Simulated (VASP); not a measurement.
# MoS2 (R-3m) in VASP: single point with PBE

Aim: the single point of MoS2 with PBE.

All numbers are computed with VASP 6.6.1; they aren't measurements. Logs are shortened: lines on timing, memory, paths and dates and some standing lists are left out, and cuts for length are marked.

### 1 The cell of the first run

Symmetry: R-3m, No. 166, trigonal system. Conventional cell: a = 3.171 Å, b = 3.171 Å, c = 18.345 Å, α = 90.00°, β = 90.00°, γ = 120.00°. Mo (site symmetry -3m) has 6 S at 2.39 Å and 6 Mo at 3.17 Å within 3.2 Å. S (site symmetry 3m) has 3 Mo at 2.39 Å and 6 S at 3.17 Å within 3.2 Å.

### 2 Single point, PBE

Contents of INCAR:

```
SYSTEM = MoS2
PREC = Accurate
ENCUT = 520
EDIFF = 1E-6
ISMEAR = -1
SIGMA = 0.1
LREAL = .False.
LASPH = .True.
NELM = 60
ALGO = Normal
ISIF = 2
LWAVE = .False.
LCHARG = .False.
GGA = PE
NBANDS = 20
```

Contents of KPOINTS:

```
regular mesh
0
Gamma
  8 8 8
  0 0 0
```

Contents of POSCAR:

```
MoS2
1.0
    6.3831760000      0.0000000000      0.0000000000
    5.5955395603      3.0716238175      0.0000000000
    5.5955395603      1.4348276740      2.7159054516
Mo S
1 2
Direct
    0.0000000000      0.0000000000      0.0000000000
    0.7500000000      0.7500000000      0.7500000000
    0.2500000000      0.2500000000      0.2500000000
```

Potentials or basis: VASP PAW PBE potentials, release 64 (Mo_sv, S).

Launch:

```sh
$ cat potpaw_PBE.64/Mo_sv/POTCAR potpaw_PBE.64/S/POTCAR > POTCAR
$ mpirun -np 1 vasp_std > vasp.out
```

OUTCAR:

```text
SYSTEM = MoS2
   PREC = Accurate
   ENCUT = 520
   EDIFF = 1E-6
   ISMEAR = -1
   LREAL = .False.
   LASPH = .True.
   NELM = 60
   ISIF = 2
   GGA = PE

 ion  position               nearest neighbor table
   1  0.000  0.000  0.000-   2 2.39   3 2.39   3 2.39   2 2.39   3 2.39   2 2.39
   2  0.750  0.750  0.750-   1 2.39   1 2.39   1 2.39
   3  0.250  0.250  0.250-   1 2.39   1 2.39   1 2.39

  LATTYP: Found a trigonal (rhomboedric) cell.
 ALAT       =     6.3831760000
 COS(alpha) =     0.8766074381

  Lattice vectors:

 A1 = (   6.3831760000,   0.0000000000,   0.0000000000)
 A2 = (   5.5955395603,   3.0716238175,   0.0000000000)
 A3 = (   5.5955395603,   1.4348276740,   2.7159054516)

Analysis of symmetry for initial positions (statically):
=====================================================================
 Subroutine PRICEL returns:
 Original cell was already a primitive cell.

 Routine SETGRP: Setting up the symmetry group for a
 trigonal (rhombohedral) supercell.

 Subroutine GETGRP returns: Found 12 space group operations
 (whereof 12 operations were pure point group operations)
 out of a pool of 12 trial point group operations.

The static configuration has the point symmetry D_3d.

Analysis of symmetry for dynamics (positions and initial velocities):
=====================================================================
 Subroutine PRICEL returns:
 Original cell was already a primitive cell.

 Routine SETGRP: Setting up the symmetry group for a
 trigonal (rhombohedral) supercell.

 Subroutine GETGRP returns: Found 12 space group operations
 (whereof 12 operations were pure point group operations)
 out of a pool of 12 trial point group operations.

The dynamic configuration has the point symmetry D_3d.

 Subroutine INISYM returns: Found 12 space group operations
 (whereof 12 operations are pure point group operations),
 and found     1 'primitive' translations

----------------------------------------------------------------------------------------

                                     Primitive cell

  volume of cell :      53.2500

  direct lattice vectors                    reciprocal lattice vectors
     6.383176000  0.000000000  0.000000000     0.156661825 -0.285388931 -0.171995495
     5.595539560  3.071623817  0.000000000     0.000000000  0.325560700 -0.171995495
     5.595539560  1.434827674  2.715905452     0.000000000  0.000000000  0.368201330

  length of vectors
     6.383176000  6.383176000  6.383176000     0.368201330  0.368201330  0.368201330

  position of ions in fractional coordinates (direct lattice)
     0.000000000  0.000000000  0.000000000
     0.750000000  0.750000000  0.750000000
     0.250000000  0.250000000  0.250000000

  ion indices of the primitive-cell ions
   primitive index   ion index
                 1           1
                 2           2
                 3           3

----------------------------------------------------------------------------------------

 KPOINTS: regular mesh

Automatic generation of k-mesh.
 Grid dimensions read from file:
 generate k-points for:    8    8    8

 Generating k-lattice:

  Cartesian coordinates                     Fractional coordinates (reciprocal lattice)
     0.019582728 -0.035673616 -0.021499437     0.125000000  0.000000000  0.000000000
     0.000000000  0.040695087 -0.021499437     0.000000000  0.125000000  0.000000000
     0.000000000  0.000000000  0.046025166     0.000000000  0.000000000  0.125000000

  Length of vectors
     0.046025166  0.046025166  0.046025166

  Shift w.r.t. Gamma in fractional coordinates (k-lattice)
     0.000000000  0.000000000  0.000000000

 Subroutine IBZKPT returns following result:
 ===========================================

 Found     65 irreducible k-points:

 Following reciprocal coordinates:
            Coordinates               Weight
  0.000000  0.000000  0.000000      1.000000
  0.125000  0.000000  0.000000      6.000000
  0.250000  0.000000  0.000000      6.000000
  0.375000  0.000000  0.000000      6.000000
  0.500000  0.000000  0.000000      3.000000
  0.125000  0.125000  0.000000      6.000000
[... 16 lines left out ...]
  0.250000  0.125000  0.125000      6.000000
  0.375000  0.125000  0.125000      6.000000
 [... further k-points ...]
   k-points           NKPTS =     65   k-points in BZ     NKDIM =     65   number of bands    NBANDS=     20
   number of dos      NEDOS =    301   number of ions     NIONS =      3
   total plane-waves  NPLWV = 110592
   dimension x,y,z NGX =    48 NGY =   48 NGZ =   48
   dimension x,y,z NGXF=    96 NGYF=   96 NGZF=   96
   ions per type =               1   2
   NGX,Y,Z   is equivalent  to a cutoff of  12.50, 12.50, 12.50 a.u.
   NGXF,Y,Z  is equivalent  to a cutoff of  25.00, 25.00, 25.00 a.u.
 SYSTEM =  MoS2
   PREC   = accura    normal or accurate (medium, high low for compatibility)
   ISTART =      0    job   : 0-new  1-cont  2-samecut
   ICHARG =      2    charge: 1-file 2-atom 10-const
   ISPIN  =      1    spin polarized calculation?
   LNONCOLLINEAR =      F non collinear calculations
   LSORBIT =      F    spin-orbit coupling
   LASPH  =      T    aspherical Exc in radial PAW
   ENCUT  =  520.0 eV  38.22 Ry    6.18 a.u.  11.87 11.87 11.87*2*pi/ulx,y,z
   NELM   =     60;   NELMIN=  2; NELMDL= -5     # of ELM steps
   EDIFF  = 0.1E-05   stopping-criterion for ELM
   LREAL  =      F    real-space projection
   EDIFFG = 0.1E-04   stopping-criterion for IOM
   NSW    =      0    number of steps for IOM
   IBRION =     -1    ionic relax: 0-MD 1-quasi-New 2-CG
   NFREE  =      0    steps in history (QN), initial steepest desc. (CG)
   ISIF   =      2    stress and relaxation
   ISYM   =      2    0-nonsym 1-usesym 2-fastsym
   POTIM  = 0.5000    time-step for ionic-motion
   TEBEG  =    0.0;   TEEND  =   0.0 temperature during run
   PSTRESS=    0.0 pullay stress
   NELECT =      26.0000    total number of electrons
   NUPDOWN=      -1.0000    fix difference up-down
   EMIN   =  10.00;   EMAX   =-10.00  energy-range for DOS
   EFERMI =   0.00;   METHOD = LEGACY
   ISMEAR =    -1;   SIGMA  =   0.10  broadening in eV -4-tet -1-fermi 0-gaus
   EFERMI_NEDOS =   21; number of points for ismear=-14 and -15
   IALGO  =     38    algorithm
   IMIX   =      4    mixing-type and parameters
     AMIX     =   0.40;   BMIX     =  1.00
     AMIX_MAG =   1.60;   BMIX_MAG =  1.00
  volume/ion in A,a.u.               =      17.75       119.78
  Fermi-wavevector in a.u.,A,eV,Ry     =   1.289118  2.436080 22.610516  1.661826
  Thomas-Fermi vector in A             =   2.421031
   LORBIT       =      0    0 simple, 1 ext, 2 COOP (PROOUT), +10 PAW based schemes
   GGA     = PE    functional components
   LHFCALC =     F    Hartree Fock is set to
   AEXX    =    0.0000 exact exchange contribution
   IVDW    =     0    specifies the selected vdW correction
   LEPSILON=     F    determine dielectric tensor
   LRPA    =     F    only Hartree local field effects (RPA)
 non-spin polarized calculation
  energy-cutoff  :      520.00
  volume of cell :       53.25
 maximum number of plane-waves:      1447
   NGX = 23   NGY = 23   NGZ = 23

 number of electron      25.9999998 magnetization

 Free energy of the ion-electron system (eV)
  ---------------------------------------------------
  ext. energy  EPLUGINS =         0.00000000
  ---------------------------------------------------
  free energy    TOTEN  =       -20.94959009 eV

  energy without entropy =      -20.89883965  energy(sigma->0) =      -20.92421487

 E-fermi :   7.7624     XC(G=0): -10.8251

 val. band max:        7.7538352349   @ k =  -0.3750   0.3750   0.1250
 cond. band min:       7.7988515533   @ k =  -0.3750   0.2500  -0.0000
 fundamental gap:      0.0450163185
 Fermi energy:         7.7623722930

 k-point     1 :       0.0000    0.0000    0.0000
  band No.  band energies     occupation
      1     -53.9956      2.00000
      2     -28.0726      2.00000
      3     -27.9905      2.00000
      4     -27.9905      2.00000
      5      -7.4033      2.00000
      6      -5.7703      2.00000
[... 12 lines left out ...]
     19      14.5509      0.00000
     20      17.3534      0.00000

 k-point     2 :       0.1250    0.0000    0.0000
  band No.  band energies     occupation
      1     -53.9897      2.00000
      2     -28.0609      2.00000
      3     -28.0496      2.00000
      4     -28.0039      2.00000
      5      -7.1494      2.00000
      6      -5.7288      2.00000
[... 12 lines left out ...]
     19      15.3114      0.00000
     20      16.7848      0.00000

 k-point     3 :       0.2500    0.0000    0.0000
  band No.  band energies     occupation
      1     -53.9755      2.00000
      2     -28.1907      2.00000
      3     -28.0363      2.00000
      4     -28.0319      2.00000
      5      -6.4894      2.00000
      6      -5.5942      2.00000
[... 12 lines left out ...]
     19      15.7699      0.00000
     20      16.9769      0.00000

 k-point     4 :       0.3750    0.0000    0.0000
  band No.  band energies     occupation
      1     -53.9612      2.00000
      2     -28.3286      2.00000
      3     -28.0684      2.00000
      4     -28.0029      2.00000
      5      -5.8925      2.00000
      6      -5.2034      2.00000
[... 12 lines left out ...]
     19      15.1373      0.00000
     20      15.8696      0.00000

 k-point     5 :       0.5000    0.0000    0.0000
  band No.  band energies     occupation
      1     -53.9553      2.00000
      2     -28.3848      2.00000
      3     -28.0816      2.00000
      4     -27.9909      2.00000
      5      -5.7627      2.00000
      6      -4.8128      2.00000
[... 12 lines left out ...]
     19      14.7724      0.00000
     20      15.1399      0.00000
[... 353 lines left out ...]
      6      -4.9232      2.00000
[... 12 lines left out ...]
     19      13.7359      0.00000
     20      15.4481      0.00000

 k-point    22 :       0.1250    0.1250    0.1250
  band No.  band energies     occupation
      1     -53.9956      2.00000
      2     -28.0726      2.00000
      3     -27.9905      2.00000
      4     -27.9905      2.00000
      5      -7.3735      2.00000
      6      -5.8245      2.00000
[... 12 lines left out ...]
     19      14.7675      0.00000
     20      17.3872      0.00000

 k-point    23 :       0.2500    0.1250    0.1250
  band No.  band energies     occupation
      1     -53.9897      2.00000
      2     -28.0610      2.00000
      3     -28.0496      2.00000
      4     -28.0039      2.00000
      5      -7.1035      2.00000
      6      -5.8042      2.00000
[... 12 lines left out ...]
     19      15.6994      0.00000
     20      16.7878      0.00000

 k-point    24 :       0.3750    0.1250    0.1250
  band No.  band energies     occupation
      1     -53.9755      2.00000
      2     -28.1907      2.00000
      3     -28.0363      2.00000
      4     -28.0319      2.00000
      5      -6.4492      2.00000
      6      -5.6443      2.00000
[... 12 lines left out ...]
     19      16.0285      0.00000
     20      16.9579      0.00000

 [... further k-points ...]
[... 5 lines left out ...]
  --------------------------------------------------------------------------------------
  -------------------------------------------------------------------------------------
  Total        3.3826620      2.3143812      2.2665034      0.2932118      0.0453126      0.1767101
  in kB      101.7770122     69.6347439     68.1942037      8.8221123      1.3633592      5.3168270
  external PRESSURE =      79.8686533 kB  Pullay stress =       0.0000000 kB

 VOLUME and BASIS-vectors are now :
 -----------------------------------------------------------------------------
  energy-cutoff  :      520.00
  volume of cell :       53.25
      direct lattice vectors                 reciprocal lattice vectors
     6.383176000  0.000000000  0.000000000     0.156661825 -0.285388931 -0.171995495
     5.595539560  3.071623817  0.000000000     0.000000000  0.325560700 -0.171995495
     5.595539560  1.434827674  2.715905452     0.000000000  0.000000000  0.368201330

 POSITION                                       TOTAL-FORCE (eV/Angst)
 -----------------------------------------------------------------------------------
      0.00000      0.00000      0.00000        -0.000000      0.000000      0.000000
     13.18069      3.37984      2.03693         0.937273      0.240339      0.144845
      4.39356      1.12661      0.67898        -0.937273     -0.240339     -0.144845
 -----------------------------------------------------------------------------------
    total drift:                                0.000000      0.000000      0.000000

  FREE ENERGIE OF THE ION-ELECTRON SYSTEM (eV)
  ---------------------------------------------------
  free  energy   TOTEN  =       -20.9495900920 eV

  energy  without entropy=      -20.8988396476  energy(sigma->0) =      -20.92421487
```

It took 2.6 min on 1 thread of AMD EPYC 9R14 (Zen 4), shared host; peak memory 0.3 GiB.

Results:

| Quantity | Value |
| --- | --- |
| Free energy | -20.9496 eV |
| Pressure | 8.0 GPa |
| Largest force | 0.978 eV/Å |
| Band gap on the k mesh | zero (band 13 reaches 7.83 eV, above the bottom of band 14 at 7.42 eV) |

Forces on the atoms (eV/Å):
```
Mo   0.000  0.000  0.000
S    0.937  0.240  0.145
S   -0.937 -0.240 -0.145
```

Levels at points of the mesh, in eV from the Fermi level:
```
           k point  band 10  band 11  band 12  band 13  band 14  band 15  band 16  band 17
(0.00, 0.00, 0.00)    -1.77    -1.21    -1.01    -1.01    -0.24    -0.24     3.40     3.40
(0.50, 0.00, 0.00)    -4.33    -2.85    -1.92    -1.59     1.07     1.98     3.43     4.21
(0.50, 0.50, 0.00)    -4.26    -2.87    -2.23    -1.80     1.07     1.78     3.87     4.77
(0.50, 0.50, 0.50)    -3.87    -1.00    -1.00    -0.34    -0.34    -0.04     3.52     3.52
```
